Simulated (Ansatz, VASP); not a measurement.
**Two plane-wave programs on Y**

Contents of INCAR:

```
SYSTEM = Y
ALGO     = Normal         ! electronic algorithm
EDIFF    = 1E-6           ! SCF threshold, eV
EDIFFG   = -0.01          ! ionic threshold
ENCUT    = 600            ! plane-wave cutoff, eV
GGA      = PS             ! functional
IBRION   = 2              ! ionic algorithm
ISIF     = 3              ! what is computed and relaxed
ISMEAR   = -1             ! smearing method
LASPH    = .True.         ! aspherical terms in the spheres
LCHARG   = .False.        ! write CHGCAR
LREAL    = .False.        ! projectors in reciprocal space
LWAVE    = .False.        ! write WAVECAR
NELM     = 80             ! most SCF steps
NSW      = 80             ! ionic steps
PREC     = Accurate       ! precision mode
SIGMA    = 0.1            ! smearing width, eV
```

KPOINTS

```
k-points
0
Gamma
  8 8 8
  0 0 0
```

The input POSCAR:

```
Y
1.0
    0.0000000000      3.5454148505      3.5454148505
    3.5454148505      0.0000000000      3.5454148505
    3.5454148505      3.5454148505      0.0000000000
Y
2
Direct
    0.1250000000      0.1250000000      0.1250000000
    0.8750000000      0.8750000000      0.8750000000
```

Input for Ansatz:

```yaml
crystal:
  lattice:
    - [0.0, 3.5454148505, 3.5454148505]
    - [3.5454148505, 0.0, 3.5454148505]
    - [3.5454148505, 3.5454148505, 0.0]
  atoms:
    - { symbol: "Y", position: [0.125, 0.125, 0.125] }
    - { symbol: "Y", position: [0.875, 0.875, 0.875] }
hamiltonian:
  xc: pbesol
  pseudopotentials:
    kind: paw
    azcp:
      "Y": "pseudopotentials/Y.paw.azcp"
basis:
  ecutwfc: 420
  fft_grid_basis: typed
kpoints:
  mp_grid: { grid: [8, 8, 8], shift: [0, 0, 0] }
magnetization:
  spin_polarized: false
scf:
  occupations: { method: fermi_dirac, width: 0.1 }
relax:
  max_steps: 60
  f_tol: 0.01
  cell: {}
```

Alike in both runs: task relaxation of cell and atoms; functional PBEsol; k mesh 8 × 8 × 8; occupations fermi-dirac, width 0.1 eV; no spin polarisation.

```csv
,VASP,Ansatz
version,VASP 6.6.1,Ansatz 0.2.0
potentials or method,"VASP PAW PBE potentials, release 64 (Y_sv), cutoff 600 eV","plane waves (420 eV) with PAW, scalar-relativistic"
valence electrons in the cell,22,22
```

Ansatz gave:

| Item | Value |
| --- | --- |
| relaxed volume (Å³/atom) | 39.74 |
| relaxed length of the cell vector where the two differ most in proportion (Å) | 4.826 |

Problem. Which values does VASP return?

Solution. Relaxed volume (Å³/atom): 39.79; relaxed length of the cell vector where the two differ most in proportion (Å): 4.828.

VASP's potentials were made for PBE, not for PBEsol, and Ansatz warns of the same on its side.
